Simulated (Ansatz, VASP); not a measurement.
# AlN in VASP and in Ansatz

```xyz
2
Lattice="0.0000 2.0588 2.0588 2.0588 0.0000 2.0588 2.0588 2.0588 0.0000" Properties=species:S:1:pos:R:3 pbc="T T T"
Al    2.0588    2.0588    2.0588
N     0.0000    0.0000    0.0000
```

Alike in both runs: task single point; functional PBE; k mesh 10 × 10 × 10; occupations gaussian, width 0.02 eV; no spin polarisation.

|  | VASP | Ansatz |
| --- | --- | --- |
| version | VASP 6.6.1 | Ansatz 0.2.0 |
| potentials or method | VASP PAW PBE potentials, release 64 (Al, N), cutoff 600 eV | scalar-relativistic, plane waves, PAW |
| valence electrons in the cell | 8 | 8 |

|  | VASP | Ansatz | Ansatz less VASP |
| --- | --- | --- | --- |
| gap on the k mesh at the Fermi level (eV) | 4.09 | 4.11 | +0.021 |
| least direct gap on the mesh (eV) | 4.91 | 4.90 | -0.009 |
| pressure (GPa) | -8.5 | -8.1 | +0.40 |
